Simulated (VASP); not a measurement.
# Ti (Fm-3m) in VASP: further runs, part 2 of 2

VASP 6.6.1. The steps go on from the part before.

## Step 3: Single point, PBEsol (strain -0.040 along x and y, -0.040 along z)

INCAR reads:

```
SYSTEM = Ti
PREC = Accurate ; ENCUT = 520
EDIFF = 1E-7 ; ISMEAR = 0
SIGMA = 0.15 ; LREAL = .FALSE.
LASPH = .TRUE. ; NELM = 80
ALGO = Fast ; ISIF = 2
LWAVE = .FALSE. ; LCHARG = .TRUE.
GGA = PS ; LELF = .TRUE.
LVHAR = .TRUE. ; NBANDS = 12
```

KPOINTS reads:

```
Automatic mesh
0
G
  20 20 20
  0 0 0
```

POSCAR reads:

```
Ti
1.0
    0.0000000000      1.9488000000      1.9488000000
    1.9488000000      0.0000000000      1.9488000000
    1.9488000000      1.9488000000      0.0000000000
Ti
1
Direct
    0.0000000000      0.0000000000      0.0000000000
```

Potentials or basis: VASP PAW PBE potentials, release 64 (Ti_sv).

Command:

```sh
cat potpaw_PBE.64/Ti_sv/POTCAR > POTCAR
mpirun -np 1 vasp_std > vasp.out
```

OUTCAR:

```text
SYSTEM = Ti
   PREC = Accurate
   ENCUT = 520
   EDIFF = 1E-7
   ISMEAR = 0
   LREAL = .FALSE.
   LASPH = .TRUE.
   NELM = 80
   ISIF = 2
   GGA = PS

 ion  position               nearest neighbor table
   1  0.000  0.000  0.000-

  LATTYP: Found a face centered cubic cell.
 ALAT       =     3.8976000000

  Lattice vectors:

 A1 = (   0.0000000000,   1.9488000000,   1.9488000000)
 A2 = (   1.9488000000,   0.0000000000,   1.9488000000)
 A3 = (   1.9488000000,   1.9488000000,   0.0000000000)

Analysis of symmetry for initial positions (statically):
=====================================================================
 Subroutine PRICEL returns:
 Original cell was already a primitive cell.

 Routine SETGRP: Setting up the symmetry group for a
 face centered cubic supercell.

 Subroutine GETGRP returns: Found 48 space group operations
 (whereof 48 operations were pure point group operations)
 out of a pool of 48 trial point group operations.

The static configuration has the point symmetry O_h .

Analysis of symmetry for dynamics (positions and initial velocities):
=====================================================================
 Subroutine PRICEL returns:
 Original cell was already a primitive cell.

 Routine SETGRP: Setting up the symmetry group for a
 face centered cubic supercell.

 Subroutine GETGRP returns: Found 48 space group operations
 (whereof 48 operations were pure point group operations)
 out of a pool of 48 trial point group operations.

The dynamic configuration has the point symmetry O_h .

 Subroutine INISYM returns: Found 48 space group operations
 (whereof 48 operations are pure point group operations),
 and found     1 'primitive' translations

----------------------------------------------------------------------------------------

                                     Primitive cell

  volume of cell :      14.8024

[... 107 lines left out ...]
  volume/ion in A,a.u.               =      14.80        99.89
  Fermi-wavevector in a.u.,A,eV,Ry     =   1.526481  2.884630 31.703524  2.330143
  Thomas-Fermi vector in A             =   2.634508
   LORBIT       =      0    0 simple, 1 ext, 2 COOP (PROOUT), +10 PAW based schemes
   GGA     = PS    functional components
   LHFCALC =     F    Hartree Fock is set to
   AEXX    =    0.0000 exact exchange contribution
   IVDW    =     0    specifies the selected vdW correction
   LEPSILON=     F    determine dielectric tensor
   LRPA    =     F    only Hartree local field effects (RPA)
 non-spin polarized calculation
 RMM-DIIS sequential band-by-band and
 Gauss-broadening in eV      SIGMA  =   0.15
  energy-cutoff  :      520.00
  volume of cell :       14.80
 maximum number of plane-waves:       415
   NGX = 11   NGY = 11   NGZ = 11

 number of electron      12.0000003 magnetization

 Free energy of the ion-electron system (eV)
  ---------------------------------------------------
  ext. energy  EPLUGINS =         0.00000000
  ---------------------------------------------------
  free energy    TOTEN  =        -8.20621392 eV

  energy without entropy =       -8.19075022  energy(sigma->0) =       -8.19848207

 E-fermi :   9.8970     XC(G=0): -12.4215

 val. band max:        9.8827244190   @ k =  -0.3000   0.0500   0.0000
 cond. band min:       9.9063256528   @ k =  -0.4000   0.3000   0.1500
 fundamental gap:      0.0236012338
 Fermi energy:         9.8970283119

 k-point     1 :       0.0000    0.0000    0.0000
  band No.  band energies     occupation
      1     -46.3417      2.00000
      2     -22.0505      2.00000
      3     -22.0505      2.00000
      4     -22.0505      2.00000
      5       3.4619      2.00000
      6      10.8531      0.00000
      7      10.8531      0.00000
      8      10.8531      0.00000
      9      12.8740      0.00000
     10      12.8740      0.00000
     11      26.0511      0.00000
     12      31.2967      0.00000
[... 331 lines left out ...]
 k-point    24 :      -0.3500    0.0500    0.0000
  band No.  band energies     occupation
      1     -46.1426      2.00000
      2     -22.9931      2.00000
      3     -22.1973      2.00000
      4     -22.1599      2.00000
      5       6.6984      2.00000
      6      10.1205      0.03510
      7      10.8172      0.00000
      8      10.9151      0.00000
      9      13.5305      0.00000
     10      14.0233      0.00000
     11      21.6809      0.00000
     12      26.0444      0.00000

 [... further k-points ...]
[... 5 lines left out ...]
  --------------------------------------------------------------------------------------
  -------------------------------------------------------------------------------------
  Total        1.4964064      1.4964064      1.4964064     -0.0000000      0.0000000     -0.0000000
  in kB      161.9676691    161.9676691    161.9676691     -0.0000000      0.0000000     -0.0000000
  external PRESSURE =     161.9676691 kB  Pullay stress =       0.0000000 kB

 VOLUME and BASIS-vectors are now :
 -----------------------------------------------------------------------------
  energy-cutoff  :      520.00
  volume of cell :       14.80
      direct lattice vectors                 reciprocal lattice vectors
     0.000000000  1.948800000  1.948800000    -0.256568144  0.256568144  0.256568144
     1.948800000  0.000000000  1.948800000     0.256568144 -0.256568144  0.256568144
     1.948800000  1.948800000  0.000000000     0.256568144  0.256568144 -0.256568144

 POSITION                                       TOTAL-FORCE (eV/Angst)
 -----------------------------------------------------------------------------------
      0.00000      0.00000      0.00000         0.000000      0.000000      0.000000
 -----------------------------------------------------------------------------------
    total drift:                                0.000000     -0.000000      0.000000

  FREE ENERGIE OF THE ION-ELECTRON SYSTEM (eV)
  ---------------------------------------------------
  free  energy   TOTEN  =        -8.2062139179 eV

  energy  without entropy=       -8.1907502190  energy(sigma->0) =       -8.19848207
```

OSZICAR:

```text
N       E                     dE             d eps       ncg     rms          rms(c)
DAV:   1     0.843732868998E+02    0.84373E+02   -0.65667E+03  6180   0.125E+03
DAV:   2    -0.502781379500E+01   -0.89401E+02   -0.86790E+02  6272   0.298E+02
DAV:   3    -0.897440256077E+01   -0.39466E+01   -0.39072E+01  8112   0.640E+01
[... 17 lines left out ...]
RMM:  21    -0.820621330732E+01   -0.45014E-06   -0.42190E-06  5875   0.879E-03    0.295E-04
RMM:  22    -0.820621355873E+01   -0.25142E-06   -0.22280E-06  5449   0.637E-03    0.433E-04
RMM:  23    -0.820621372433E+01   -0.16560E-06   -0.16240E-06  4819   0.487E-03    0.118E-03
RMM:  24    -0.820621383870E+01   -0.11437E-06   -0.10438E-06  4284   0.384E-03    0.134E-03
RMM:  25    -0.820621391789E+01   -0.79190E-07   -0.73764E-07  4067   0.320E-03
   1 F= -.82062139E+01 E0= -.81984821E+01  d E =-.154637E-01
```

stdout:

```text
POSCAR found type information on POSCAR Ti
 POSCAR found :  1 types and       1 ions
 scaLAPACK will be used
 -----------------------------------------------------------------------------
|                                                                             |
|                                                                             |
|     You enforced a specific xc type in the INCAR file but a different       |
[... 18 lines left out ...]
WARNING in EDDRMM: call to ZHEGV failed, returncode =   8  4     12
WARNING in EDDRMM: call to ZHEGV failed, returncode =   6  3      6
WARNING in EDDRMM: call to ZHEGV failed, returncode =   6  3      5
WARNING in EDDRMM: call to ZHEGV failed, returncode =   6  3      5
WARNING in EDDRMM: call to ZHEGV failed, returncode =   6  3     10
WARNING in EDDRMM: call to ZHEGV failed, returncode =   6  3      7
WARNING in EDDRMM: call to ZHEGV failed, returncode =   6  3     10
```

Run time: 38 s. Hardware: 1 thread of Intel Xeon 6975P-C (Granite Rapids), shared host; peak memory 0.16 GiB.

What came out:

* Free energy: -8.2062 eV
* Pressure: 16.2 GPa
* Band gap on the k mesh: zero (band 6 reaches 10.85 eV, above the bottom of band 7 at 9.46 eV)

Caveat: the cell differs from its parent crystal (strain -0.040 along x and y, -0.040 along z); the PAW data sets were made with another functional, which shifts forces and pressure a little.

## Step 4: Single point, PBEsol (strain +0.040 along x and y, +0.040 along z)

INCAR reads:

```
SYSTEM = Ti
PREC = Accurate ; ENCUT = 520
EDIFF = 1E-7 ; ISMEAR = 0
SIGMA = 0.15 ; LREAL = .FALSE.
LASPH = .TRUE. ; NELM = 100
ALGO = Normal ; ISIF = 2
LWAVE = .FALSE. ; LCHARG = .FALSE.
GGA = PS ; NBANDS = 12
```

KPOINTS is that of step 3.

POSCAR reads:

```
Ti
1.0
    0.0000000000      2.1112000000      2.1112000000
    2.1112000000      0.0000000000      2.1112000000
    2.1112000000      2.1112000000      0.0000000000
Ti
1
Direct
    0.0000000000      0.0000000000      0.0000000000
```

Command:

```sh
cat potpaw_PBE.64/Ti_sv/POTCAR > POTCAR
mpirun -np 1 vasp_std > vasp.out
```

It took 20 s on 1 thread of Intel Xeon 6975P-C (Granite Rapids), shared host; peak memory 0.17 GiB.

The run converged. Its results:

```yaml
Free_energy: -8.2098 eV
Pressure: -11.3 GPa
Band_gap_on_the_k_mesh: zero (band 6 reaches 8.09 eV, above the bottom of band 7 at 6.92 eV)
```

Levels at points of the mesh, in eV from the Fermi level:
```csv
k point,band 4,band 5,band 6,band 7,band 8,band 9
"(0.00, 0.00, 0.00)",-32.66,-5.90,0.82,0.82,0.82,2.27
"(0.50, 0.00, 0.00)",-32.73,-2.42,0.48,0.72,0.72,3.24
"(0.50, 0.50, 0.00)",-32.84,-2.32,-1.51,2.51,3.22,3.49
```

Caveat: the cell differs from its parent crystal (strain +0.040 along x and y, +0.040 along z); the PAW data sets were made with another functional, which shifts forces and pressure a little.

## Step 5: Summary

| cell | gap on the mesh (eV) | pressure (GPa) |
| --- | --- | --- |
| a = 2.641 Å, angles 60.0°, 1 atom | none | 41.5 |
| a = 2.756 Å, angles 60.0°, 1 atom | none | 16.2 |
| a = 2.986 Å, angles 60.0°, 1 atom | none | -11.3 |

Alike in all rows: task single point; level PBEsol; potentials or basis VASP PAW PBE potentials, release 64 (Ti_sv); no spin polarisation; k mesh 20 × 20 × 20; cutoff (eV) 520; smearing gaussian 0.15 eV.

Caveats: the PAW data sets were made with another functional, which shifts forces and pressure a little.

Absolute energies hang on the potentials; compare differences alone.
